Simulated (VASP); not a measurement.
**SnO2: single point with PBE**

Crystal: SnO2.

```xyz
12
Lattice="4.6282 0.0000 0.0000 0.0000 5.7401 0.0000 0.0000 0.0000 5.1259" Properties=species:S:1:pos:R:3 pbc="T T T"
Sn    2.3141    3.8181    3.8444
Sn    0.0000    4.7921    1.2815
Sn    2.3141    1.9220    1.2815
Sn    0.0000    0.9481    3.8444
O     3.3791    3.4846    0.4007
O     1.0650    5.1256    4.7252
O     3.5631    5.1256    2.9636
O     1.2490    3.4846    2.1623
O     3.3791    2.2556    2.9636
O     1.0650    0.6145    2.1623
O     3.5631    0.6145    0.4007
O     1.2490    2.2556    4.7252
```

| Property | Result |
| --- | --- |
| Program | VASP 6.6.1 |
| Task | single point |
| Functional | PBE |
| Potentials or basis | VASP PAW PBE potentials, release 64 (Sn_d, O) |
| Cutoff | 520 eV |
| k mesh | 6 × 6 × 6 |
| Occupations | gaussian, width 0.05 eV |
| Spin | no spin polarisation |

```json
{
  "Pressure": "19.7 GPa",
  "Largest force": "0.404 eV/Å",
  "Band gap on the k mesh": "1.96 eV"
}
```

Forces in eV/Å, atoms in the order of the input:
```
Sn   0.000  0.248  0.000
Sn   0.000 -0.248  0.000
Sn   0.000 -0.248  0.000
Sn   0.000  0.248  0.000
O    0.364 -0.101  0.144
O    0.364  0.101 -0.144
O   -0.364  0.101  0.144
O   -0.364 -0.101 -0.144
O    0.364  0.101  0.144
O    0.364 -0.101 -0.144
O   -0.364 -0.101  0.144
O   -0.364  0.101 -0.144
```

Stress tensor (GPa, compression positive):
```
19.53  0.00  0.00
 0.00 16.51  0.00
 0.00  0.00 23.02
```

Levels at points of the mesh, in eV from the valence-band top:
```tsv
k point	band 48	band 49	band 50	band 51	band 52	band 53	band 54	band 55	band 56	band 57
(0.00, 0.00, 0.00)	-0.58	-0.52	-0.20	-0.06	0.00	1.96	6.80	6.83	7.14	7.60
(0.50, 0.00, 0.00)	-0.74	-0.29	-0.29	-0.04	-0.04	5.10	5.10	5.86	5.86	8.90
(0.00, 0.50, 0.00)	-0.95	-0.87	-0.87	-0.05	-0.05	4.64	4.64	7.50	7.50	9.16
(0.50, 0.50, 0.00)	-0.69	-0.51	-0.51	-0.14	-0.14	5.57	5.57	6.69	6.69	9.16
(0.00, 0.00, 0.50)	-0.63	-0.20	-0.20	-0.17	-0.17	5.04	5.04	6.77	6.77	8.29
(0.50, 0.00, 0.50)	-0.86	-0.24	-0.24	-0.24	-0.24	5.55	5.55	5.55	5.55	8.60
(0.00, 0.50, 0.50)	-1.10	-0.27	-0.27	-0.27	-0.27	6.14	6.14	6.14	6.14	9.31
(0.50, 0.50, 0.50)	-0.97	-0.33	-0.33	-0.33	-0.33	6.00	6.00	6.00	6.00	9.08
```

Run time: 3.8 min on 1 thread of Intel(R) Xeon(R) 6975P-C (Granite Rapids) (shared host), peak memory 0.5 GiB.

Caveat: the cell stands under pressure; spin-orbit coupling is left out, which moves the levels of the heavy elements.
